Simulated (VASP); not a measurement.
# Al6N (P3m1) in VASP: notebook

The runs below take Al6N through relaxation of shape and atoms at fixed volume, relaxation of cell and atoms, with PBE.

All numbers are computed with VASP 6.6.1; they aren't measurements. Logs are shortened: lines on timing, memory, paths and dates and some standing lists are left out, and cuts for length are marked.

**1. The cell of the first run**

It takes space group P3m1 (No. 156, trigonal). The conventional cell has a = 2.923 Å, b = 2.923 Å, c = 27.306 Å, α = 90.00°, β = 90.00°, γ = 120.00°. Al (site symmetry 3m) has 12 Al at 2.77 to 2.92 Å within 3.7 Å. Within 3.7 Å of Al (site symmetry 3m) lie 12 Al at 2.77 to 2.92 Å. Al (site symmetry 3m) has 12 Al at 2.79 to 2.92 Å within 3.7 Å. Al (site symmetry 3m) has 12 Al at 2.78 to 2.92 Å within 3.7 Å. Al (site symmetry 3m) has 4 N at 1.82 to 1.85 Å within 2.4 Å. Within 2.4 Å of Al (site symmetry 3m) lie 3 N at 1.84 Å. Within 2.5 Å of Al (site symmetry 3m) lie 1 N at 1.87 Å. Al (site symmetry 3m) has 12 Al at 2.75 to 2.92 Å and 3 N at 3.52 Å within 3.6 Å.

**2. Relaxation of shape and atoms at fixed volume, PBE (14.44 Å³/atom)**

The input, INCAR:

```
ALGO = Normal ; EDIFF = 1E-7
EDIFFG = -0.01 ; ENCUT = 600
GGA = PE ; IBRION = 2
ISIF = 4 ; ISMEAR = 0
LASPH = True ; LCHARG = False
LREAL = False ; LWAVE = False
NELM = 60 ; NSW = 50
PREC = Accurate ; SIGMA = 0.1
```

The input, KPOINTS:

```
k-points
0
Gamma
  12 12 2
```

The input, POSCAR:

```
Al6N
1.0
    2.9234352501      0.0000000000      0.0000000000
   -1.4617176251      2.5317691929      0.0000000000
    0.0000000000      0.0000000000     27.3063736320
Al N
12 2
Direct
    0.6666666667      0.3333333333      0.6755543418
    0.0000000000      0.0000000000      0.7560071642
    0.3333333333      0.6666666667      0.8371519424
    0.3333333333      0.6666666667      0.5945210474
    0.3333333333      0.6666666667      0.0907639322
    0.6666666667      0.3333333333      0.1854123298
    0.0000000000      0.0000000000     -0.0026806923
    0.0000000000      0.0000000000      0.2716850201
    0.6666666667      0.3333333333      0.9183130479
    0.6666666667      0.3333333333      0.4322786451
    0.0000000000      0.0000000000      0.5135912815
    0.3333333333      0.6666666667      0.3512891777
    0.0000000000      0.0000000000      0.0657353932
    0.3333333333      0.6666666667      0.1586773685
```

Potentials or basis: VASP PAW PBE potentials, release 64 (Al, N).

Command:

```
$ cat potpaw_PBE.64/Al/POTCAR potpaw_PBE.64/N/POTCAR > POTCAR
$ mpirun -np 1 vasp_std > vasp.out
```

OUTCAR:

```text
EDIFF = 1E-7
   EDIFFG = -0.01
   ENCUT = 600
   GGA = PE
   IBRION = 2
   ISIF = 4
   ISMEAR = 0
   LASPH = True
   LREAL = False
   NELM = 60
   NSW = 50
   PREC = Accurate

 ion  position               nearest neighbor table
   1  0.667  0.333  0.676-   2 2.77   2 2.77   2 2.77   4 2.78   4 2.78   4 2.78
   2  0.000  0.000  0.756-   1 2.77   1 2.77   1 2.77   3 2.79   3 2.79   3 2.79
   3  0.333  0.667  0.837-   2 2.79   2 2.79   2 2.79   9 2.79   9 2.79   9 2.79
   4  0.333  0.667  0.595-  11 2.78  11 2.78  11 2.78   1 2.78   1 2.78   1 2.78
   5  0.333  0.667  0.091-  13 1.82  13 1.82  13 1.82  14 1.85   7 3.06   7 3.06   7 3.06   6 3.09
                             6 3.09   6 3.09
   6  0.667  0.333  0.185-  14 1.84  14 1.84  14 1.84   8 2.90   8 2.90   8 2.90   5 3.09   5 3.09
                             5 3.09
   7  0.000  0.000  0.997-  13 1.87   9 2.74   9 2.74   9 2.74   5 3.06   5 3.06   5 3.06
   8  0.000  0.000  0.272-  12 2.75  12 2.75  12 2.75   6 2.90   6 2.90   6 2.90
   9  0.667  0.333  0.918-   7 2.74   7 2.74   7 2.74   3 2.79   3 2.79   3 2.79
  10  0.667  0.333  0.432-  12 2.78  12 2.78  12 2.78  11 2.79  11 2.79  11 2.79
  11  0.000  0.000  0.514-   4 2.78   4 2.78   4 2.78  10 2.79  10 2.79  10 2.79
  12  0.333  0.667  0.351-   8 2.75   8 2.75   8 2.75  10 2.78  10 2.78  10 2.78
  13  0.000  0.000  0.066-   5 1.82   5 1.82   5 1.82   7 1.87
  14  0.333  0.667  0.159-   6 1.84   6 1.84   6 1.84   5 1.85

  LATTYP: Found a hexagonal cell.
 ALAT       =     2.9234352501
 C/A-ratio  =     9.3405091257

  Lattice vectors:

 A1 = (   2.9234352501,   0.0000000000,   0.0000000000)
 A2 = (  -1.4617176251,   2.5317691929,   0.0000000000)
 A3 = (   0.0000000000,   0.0000000000,  27.3063736320)

Analysis of symmetry for initial positions (statically):
=====================================================================
 Subroutine PRICEL returns:
 Original cell was already a primitive cell.

 Routine SETGRP: Setting up the symmetry group for a
 hexagonal supercell.

 Subroutine GETGRP returns: Found  6 space group operations
 (whereof  6 operations were pure point group operations)
 out of a pool of 24 trial point group operations.

The static configuration has the point symmetry C_3v.

Analysis of symmetry for dynamics (positions and initial velocities):
=====================================================================
 Subroutine PRICEL returns:
 Original cell was already a primitive cell.

 Routine SETGRP: Setting up the symmetry group for a
 hexagonal supercell.

 Subroutine GETGRP returns: Found  6 space group operations
 (whereof  6 operations were pure point group operations)
 out of a pool of 24 trial point group operations.

The dynamic configuration has the point symmetry C_3v.

 Subroutine INISYM returns: Found  6 space group operations
 (whereof  6 operations are pure point group operations),
 and found     1 'primitive' translations

----------------------------------------------------------------------------------------

                                     Primitive cell

  volume of cell :     202.1071

  direct lattice vectors                    reciprocal lattice vectors
     2.923435250  0.000000000  0.000000000     0.342063331  0.197490356  0.000000000
    -1.461717625  2.531769193  0.000000000     0.000000000  0.394980713  0.000000000
     0.000000000  0.000000000 27.306373632     0.000000000  0.000000000  0.036621487

  length of vectors
     2.923435250  2.923435250 27.306373632     0.394980713  0.394980713  0.036621487

  position of ions in fractional coordinates (direct lattice)
     0.666666667  0.333333333  0.675554342
     0.000000000  0.000000000  0.756007164
     0.333333333  0.666666667  0.837151942
     0.333333333  0.666666667  0.594521047
     0.333333333  0.666666667  0.090763932
     0.666666667  0.333333333  0.185412330
     0.000000000  0.000000000  0.997319308
     0.000000000  0.000000000  0.271685020
     0.666666667  0.333333333  0.918313048
     0.666666667  0.333333333  0.432278645
     0.000000000  0.000000000  0.513591281
     0.333333333  0.666666667  0.351289178
     0.000000000  0.000000000  0.065735393
     0.333333333  0.666666667  0.158677369
[... 30 lines left out ...]
     0.000000000  0.032915059  0.000000000     0.000000000  0.083333333  0.000000000
     0.000000000  0.000000000  0.018310743     0.000000000  0.000000000  0.500000000

  Length of vectors
     0.032915059  0.032915059  0.018310743

  Shift w.r.t. Gamma in fractional coordinates (k-lattice)
     0.000000000  0.000000000  0.000000000

 Subroutine IBZKPT returns following result:
 ===========================================

 Found     38 irreducible k-points:

 Following reciprocal coordinates:
            Coordinates               Weight
  0.000000  0.000000  0.000000      1.000000
  0.083333 -0.000000  0.000000      6.000000
  0.166667  0.000000  0.000000      6.000000
  0.250000 -0.000000  0.000000      6.000000
  0.333333  0.000000  0.000000      6.000000
  0.416667  0.000000  0.000000      6.000000
[... 16 lines left out ...]
  0.250000 -0.000000  0.500000      6.000000
  0.333333  0.000000  0.500000      6.000000
 [... further k-points ...]
   k-points           NKPTS =     38   k-points in BZ     NKDIM =     38   number of bands    NBANDS=     31
   number of dos      NEDOS =    301   number of ions     NIONS =     14
   total plane-waves  NPLWV = 129024
   dimension x,y,z NGX =    24 NGY =   24 NGZ =  224
   dimension x,y,z NGXF=    48 NGYF=   48 NGZF=  448
   ions per type =              12   2
   NGX,Y,Z   is equivalent  to a cutoff of  13.65, 13.65, 13.64 a.u.
   NGXF,Y,Z  is equivalent  to a cutoff of  27.30, 27.30, 27.28 a.u.
 SYSTEM =  unknown system
   PREC   = accura    normal or accurate (medium, high low for compatibility)
   ISTART =      0    job   : 0-new  1-cont  2-samecut
   ICHARG =      2    charge: 1-file 2-atom 10-const
   ISPIN  =      1    spin polarized calculation?
   LNONCOLLINEAR =      F non collinear calculations
   LSORBIT =      F    spin-orbit coupling
   LASPH  =      T    aspherical Exc in radial PAW
   ENCUT  =  600.0 eV  44.10 Ry    6.64 a.u.   5.84  5.84 54.54*2*pi/ulx,y,z
   NELM   =     60;   NELMIN=  2; NELMDL= -5     # of ELM steps
   EDIFF  = 0.1E-06   stopping-criterion for ELM
   LREAL  =      F    real-space projection
   EDIFFG = -.1E-01   stopping-criterion for IOM
   NSW    =     50    number of steps for IOM
   IBRION =      2    ionic relax: 0-MD 1-quasi-New 2-CG
   NFREE  =      1    steps in history (QN), initial steepest desc. (CG)
   ISIF   =      4    stress and relaxation
   ISYM   =      2    0-nonsym 1-usesym 2-fastsym
   POTIM  = 0.5000    time-step for ionic-motion
   TEBEG  =    0.0;   TEEND  =   0.0 temperature during run
   PSTRESS=    0.0 pullay stress
   NELECT =      46.0000    total number of electrons
   NUPDOWN=      -1.0000    fix difference up-down
   EMIN   =  10.00;   EMAX   =-10.00  energy-range for DOS
   EFERMI =   0.00;   METHOD = LEGACY
   ISMEAR =     0;   SIGMA  =   0.10  broadening in eV -4-tet -1-fermi 0-gaus
   EFERMI_NEDOS =   21; number of points for ismear=-14 and -15
   IALGO  =     38    algorithm
   IMIX   =      4    mixing-type and parameters
     AMIX     =   0.40;   BMIX     =  1.00
     AMIX_MAG =   1.60;   BMIX_MAG =  1.00
  volume/ion in A,a.u.               =      14.44        97.42
  Fermi-wavevector in a.u.,A,eV,Ry     =   0.999540  1.888857 13.593315  0.999080
  Thomas-Fermi vector in A             =   2.131837
   LORBIT       =      0    0 simple, 1 ext, 2 COOP (PROOUT), +10 PAW based schemes
   GGA     = PE    functional components
   LHFCALC =     F    Hartree Fock is set to
   AEXX    =    0.0000 exact exchange contribution
   IVDW    =     0    specifies the selected vdW correction
   LEPSILON=     F    determine dielectric tensor
   LRPA    =     F    only Hartree local field effects (RPA)
 conjugate gradient relaxation of ions
 non-spin polarized calculation
 Gauss-broadening in eV      SIGMA  =   0.10
  energy-cutoff  :      600.00
  volume of cell :      202.11
 maximum number of plane-waves:      6786
 NGX is ok and might be reduce to    24
   NGX = 11   NGY = 11   NGZ =109

--------------------------------------- Ionic step        1  -------------------------------------------

 number of electron      46.0000001 magnetization

 Free energy of the ion-electron system (eV)
  ---------------------------------------------------
  ext. energy  EPLUGINS =         0.00000000
  ---------------------------------------------------
  free energy    TOTEN  =       -65.62676058 eV

  energy without entropy =      -65.60268775  energy(sigma->0) =      -65.61472416

------------------------ aborting loop because EDIFF is reached ----------------------------------------

  FORCE on cell =-STRESS in cart. coord.  units (eV):
  Direction    XX          YY          ZZ          XY          YZ          ZX
  --------------------------------------------------------------------------------------
  -------------------------------------------------------------------------------------
  Total        7.8905026      7.8905026      8.4179094     -0.0000000      0.0000000      0.0000000
  in kB       62.5509098     62.5509098     66.7318569     -0.0000000      0.0000000      0.0000000
  external PRESSURE =      63.9445588 kB  Pullay stress =       0.0000000 kB
[... 125 lines left out ...]
  FREE ENERGIE OF THE ION-ELECTRON SYSTEM (eV)
  ---------------------------------------------------
  free  energy   TOTEN  =       -65.6303766262 eV

  energy  without entropy=      -65.6065868303  energy(sigma->0) =      -65.61848173

[... ionic steps 4 to 14 ...]

--------------------------------------- Ionic step       15  -------------------------------------------

 number of electron      46.0000001 magnetization

------------------------ aborting loop because EDIFF is reached ----------------------------------------
[... 91 lines left out ...]
--------------------------------------- Ionic step       17  -------------------------------------------

 number of electron      46.0000001 magnetization

 Free energy of the ion-electron system (eV)
  ---------------------------------------------------
  ext. energy  EPLUGINS =         0.00000000
  ---------------------------------------------------
  free energy    TOTEN  =       -65.63234246 eV

  energy without entropy =      -65.60779161  energy(sigma->0) =      -65.62006704

 E-fermi :   8.2627     XC(G=0): -10.4323

 val. band max:        8.2557883674   @ k =   0.0833  -0.0000   0.0000
 cond. band min:       8.2681320093   @ k =   0.1667   0.1667   0.5000
 fundamental gap:      0.0123436420
 Fermi energy:         8.2627186268

 k-point     1 :       0.0000    0.0000    0.0000
  band No.  band energies     occupation
      1      -9.0909      2.00000
      2      -8.0870      2.00000
      3      -2.9021      2.00000
      4      -2.7080      2.00000
      5      -2.4256      2.00000
      6      -1.9311      2.00000
[... 805 lines left out ...]
     30      11.4843      0.00000
     31      11.9345      0.00000

 [... further k-points ...]
[... 5 lines left out ...]
  --------------------------------------------------------------------------------------
  -------------------------------------------------------------------------------------
  Total        7.6997580      7.6997580      7.6840245     -0.0000000     -0.0000000      0.0000000
  in kB       61.0388074     61.0388074     60.9140824     -0.0000000     -0.0000000      0.0000000
  external PRESSURE =      60.9972324 kB  Pullay stress =       0.0000000 kB
[... 29 lines left out ...]
  FREE ENERGIE OF THE ION-ELECTRON SYSTEM (eV)
  ---------------------------------------------------
  free  energy   TOTEN  =       -65.6323424644 eV

  energy  without entropy=      -65.6077916107  energy(sigma->0) =      -65.62006704

 reached required accuracy - stopping structural energy minimisation
```

Wall time 29 min (1 thread of Intel Xeon 6975P-C (Granite Rapids), shared host); peak memory 0.51 GiB.

What came out:

```yaml
Free_energy: -65.6323 eV
Energy_gained_by_relaxing: 0.4 meV/atom
Ionic_steps: 17
Pressure_after_relaxing: 6.1 GPa
Largest_force_after_relaxing: 0.009 eV/Å
Band_gap_on_the_k_mesh: zero (bands 23 and 24 overlap by 5.19 eV)
```

Forces on the atoms (eV/Å):
```
Al   0.000  0.000 -0.004
Al   0.000  0.000 -0.002
Al   0.000  0.000  0.000
Al   0.000  0.000  0.000
Al   0.000  0.000  0.009
Al   0.000  0.000  0.002
Al   0.000  0.000 -0.004
Al   0.000  0.000 -0.005
Al   0.000  0.000  0.003
Al   0.000  0.000  0.000
Al   0.000  0.000  0.005
Al   0.000  0.000  0.003
N    0.000  0.000  0.000
N    0.000  0.000 -0.007
```

Step by step:
| step | energy change (eV) | largest force (eV/Å) | pressure (GPa) | volume (Å³) |
| --- | --- | --- | --- | --- |
| 1 | 0.0000 | 0.2751 | 6.39 | 202.11 |
| 2 | -0.0036 | 0.1660 | 6.21 | 202.11 |
| 3 | -0.0036 | 0.1773 | 6.20 | 202.11 |
| 4 | -0.0047 | 0.0417 | 6.13 | 202.11 |
| 5 | -0.0048 | 0.0362 | 6.14 | 202.11 |
| 6 | -0.0050 | 0.0262 | 6.13 | 202.11 |
| 7 | -0.0052 | 0.0325 | 6.12 | 202.11 |
| 8 | -0.0053 | 0.0224 | 6.12 | 202.11 |
| 9 | -0.0053 | 0.0224 | 6.11 | 202.11 |
| 10 | -0.0054 | 0.0157 | 6.11 | 202.11 |
| 11 | -0.0054 | 0.0377 | 6.11 | 202.11 |
| 12 | -0.0054 | 0.0276 | 6.11 | 202.11 |
| 13 | -0.0055 | 0.0134 | 6.10 | 202.11 |
| 14 | -0.0055 | 0.0105 | 6.10 | 202.11 |
| 15 | -0.0056 | 0.0158 | 6.10 | 202.11 |
| 16 | -0.0056 | 0.0118 | 6.10 | 202.11 |
| 17 | -0.0056 | 0.0091 | 6.10 | 202.11 |

Final structure:
```
Al N
1.0
     2.92322    0.00000    0.00000
    -1.46161    2.53158    0.00000
     0.00000    0.00000   27.31040
Al N
12 2
Direct
  0.66667 0.33333 0.67545
  0.00000 0.00000 0.75578
  0.33333 0.66667 0.83672
  0.33333 0.66667 0.59453
  0.33333 0.66667 0.09085
  0.66667 0.33333 0.18629
  0.00000 0.00000 0.99662
  0.00000 0.00000 0.27215
  0.66667 0.33333 0.91772
  0.66667 0.33333 0.43258
  0.00000 0.00000 0.51374
  0.33333 0.66667 0.35175
  0.00000 0.00000 0.06519
  0.33333 0.66667 0.15893
```

[end of part 1 of 2]
